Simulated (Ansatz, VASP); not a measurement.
## One calculation of BAs, two programs

INCAR

```
SYSTEM = BAs
  PREC = Accurate
  ENCUT = 500
  EDIFF = 1E-6
  ISMEAR = 0
  SIGMA = 0.01
  LREAL = .FALSE.
  LASPH = .TRUE.
  NELM = 120
  ALGO = Normal
  ISIF = 2
  LWAVE = .FALSE.
  LCHARG = .TRUE.
  LELF = .TRUE.
  LVHAR = .TRUE.
  NBANDS = 11
  GGA_COMPAT = .FALSE.
```

File KPOINTS:

```
Automatic mesh
0
G
  8 8 8
  0 0 0
```

File POSCAR:

```
BAs
1.0
    0.0000000000      2.3885000000      2.3885000000
    2.3885000000      0.0000000000      2.3885000000
    2.3885000000      2.3885000000      0.0000000000
B As
1 1
Direct
    0.0000000000      0.0000000000      0.0000000000
    0.2500000000      0.2500000000      0.2500000000
```

Input for Ansatz:

```yaml
crystal:
  lattice:
    - [0.0, 2.3885, 2.3885]
    - [2.3885, 0.0, 2.3885]
    - [2.3885, 2.3885, 0.0]
  atoms:
    - { symbol: B, position: [0.0, 0.0, 0.0] }
    - { symbol: As, position: [0.25, 0.25, 0.25] }
kpoints:
  mp_grid:
    grid: [8, 8, 8]
hamiltonian:
  xc: lda
  pseudopotentials:
    kind: paw
scf:
  occupations:
    method: fixed
output:
  forces: true
  stress: true
  eigenvalues: true
```

Alike in both runs: task single point; functional LDA; k mesh 8 × 8 × 8; no spin polarisation.

```csv
,VASP,Ansatz
version,VASP 6.6.1,Ansatz 0.2.0
potentials or method,"VASP PAW LDA potentials, release 64 (B, As)","plane waves, PAW"
plane-wave cutoff (eV),500,420
occupations,"gaussian, width 0.01 eV",fixed
valence electrons in the cell,8,18
```

Ansatz gave:

| Property | Result |
| --- | --- |
| gap on the k mesh at the Fermi level (eV) | 1.14 |
| pressure (GPa) | -3.9 |

**Question.** Estimate VASP's values.

**Answer.** gap on the k mesh at the Fermi level (eV): 1.14; pressure (GPa): -3.1.

LDA's correlation is that of Perdew and Zunger in VASP and of Perdew and Wang (1992) in Ansatz. VASP's potentials hold 8 valence electrons a cell and Ansatz's 18, so a difference there can come from the potentials and not from the codes.
